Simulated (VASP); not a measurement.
Runs of VASP 6.6.1 on CrSi8Mo3. The structure is that of space group P4/mmm (No. 123), or close to it. The cells are those of the table. 

```tsv
cell	k mesh	smearing	gap on the mesh (eV)	pressure (GPa)	largest force (eV/Å)
a = 4.510, b = 4.510, c = 7.797 Å, 12 atoms	4 × 4 × 2	gaussian 0.1 eV	none	0.2	0.10
a = 4.510, b = 4.510, c = 7.797 Å, 12 atoms	6 × 6 × 4	gaussian 0.2 eV	none	0.2	(a)
a = 4.510, b = 4.510, c = 7.796 Å, 12 atoms	6 × 6 × 4	gaussian 0.2 eV	none	0.1	0.01
a = 4.510, b = 4.510, c = 7.797 Å, 12 atoms	8 × 8 × 6	gaussian 0.1 eV	none	0.2	0.01
```

Alike in all rows: task single point; level PBE; potentials or basis VASP PAW PBE potentials, release 64 (Cr_pv, Si, Mo_sv); no spin polarisation; cutoff (eV) 520.

Estimate the missing entries.

(a) 0.02.

Caveats: some runs use coarse meshes.

A k mesh can miss the band edges, and the runs leave out spin-orbit coupling on Mo.

A gap of «none» marks levels without a gap at the run's occupations.
